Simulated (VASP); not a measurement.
FePt, 4 atoms in the cell. The typed cell holds 4 atoms: a = 2.699 Å, b = 2.731 Å, c = 7.567 Å, α = 88.48°, β = 88.50°, γ = 90.67°. 

| Item | Value |
| --- | --- |
| Program | VASP 6.6.1 |
| Task | relaxation of cell and atoms |
| Functional | PBE |
| Potentials or basis | VASP PAW PBE potentials, release 64 (Fe, Pt) |
| Cutoff | 600 eV |
| k mesh | 8 × 8 × 4 |
| Occupations | gaussian, width 0.2 eV |
| Spin | collinear spin, ferromagnetic start |
| Starting moments | [3.28, 3.28, 0.42, 0.42] μB |
| Dipole correction | no |
| Further INCAR settings | ALGO = Normal; EDIFF = 1e-07; IBRION = 2; EDIFFG = -0.025; NSW = 80; ISIF = 3 |

Potentials or basis: VASP PAW PBE potentials, release 64 (Fe, Pt).

The run is started by

```console
$ cat potpaw_PBE.64/Fe/POTCAR potpaw_PBE.64/Pt/POTCAR > POTCAR
$ mpirun -np 4 vasp_std > vasp.out
```

Hardware: 4 MPI ranks on Intel(R) Xeon(R) 6975P-C (Granite Rapids), with other jobs on the host.

Q: How long does it take, and how much memory?

A: Run time: 10 min on 4 MPI ranks on Intel(R) Xeon(R) 6975P-C (Granite Rapids), with other jobs on the host, peak memory 0.51 GiB a rank. Counts: scf iterations 182, k points 132, ion steps 16.
